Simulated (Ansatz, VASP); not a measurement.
**Sc: VASP beside Ansatz**

File INCAR:

```
PREC = Accurate ; ENCUT = 520
EDIFF = 1E-6 ; ISMEAR = -1
SIGMA = 0.1 ; LREAL = F
LASPH = T ; NELM = 60
ALGO = Normal ; ISIF = 2
LWAVE = F ; LCHARG = T
LELF = T ; LVHAR = T
NBANDS = 12
```

Contents of KPOINTS:

```
Automatic mesh
0
Gamma
  20 20 20
```

POSCAR

```
Sc
1.0
    0.0000000000      2.1467375365      2.1467375365
    2.1467375365      0.0000000000      2.1467375365
    2.1467375365      2.1467375365      0.0000000000
Sc
1
Direct
    0.0000000000      0.0000000000      0.0000000000
```

Input for Ansatz:

```yaml
crystal:
  lattice:
    - [0.0, 2.1467375365, 2.1467375365]
    - [2.1467375365, 0.0, 2.1467375365]
    - [2.1467375365, 2.1467375365, 0.0]
  atoms:
    - { symbol: Sc, position: [0.0, 0.0, 0.0] }
hamiltonian:
  xc: lda
  pseudopotentials:
    kind: paw
    azcp:
      Sc: "pseudopotentials/Sc.paw.azcp"
basis:
  ecutwfc: 420
  fft_grid_basis: typed
kpoints:
  mp_grid: { grid: [20, 20, 20], shift: [0, 0, 0] }
magnetization:
  spin_polarized: false
scf:
  occupations: { method: fermi_dirac, width: 0.1 }
output:
  stress: true
```

Alike in both runs: task single point; functional LDA; k mesh 20 × 20 × 20; occupations fermi-dirac, width 0.1 eV; no spin polarisation.

|  | VASP | Ansatz |
| --- | --- | --- |
| version | VASP 6.6.1 | Ansatz 0.2.0 |
| potentials or method | VASP PAW LDA potentials, release 64 (Sc_sv), cutoff 520 eV | plane waves (420 eV) with PAW, scalar-relativistic |
| valence electrons in the cell | 11 | 11 |

```tsv
	VASP	Ansatz	Ansatz less VASP
pressure (GPa)	9.0	8.9	-0.14
```

Ansatz warns that its potentials were made for another functional, while VASP's fit it. LDA's correlation is that of Perdew and Zunger in VASP and of Perdew and Wang (1992) in Ansatz.
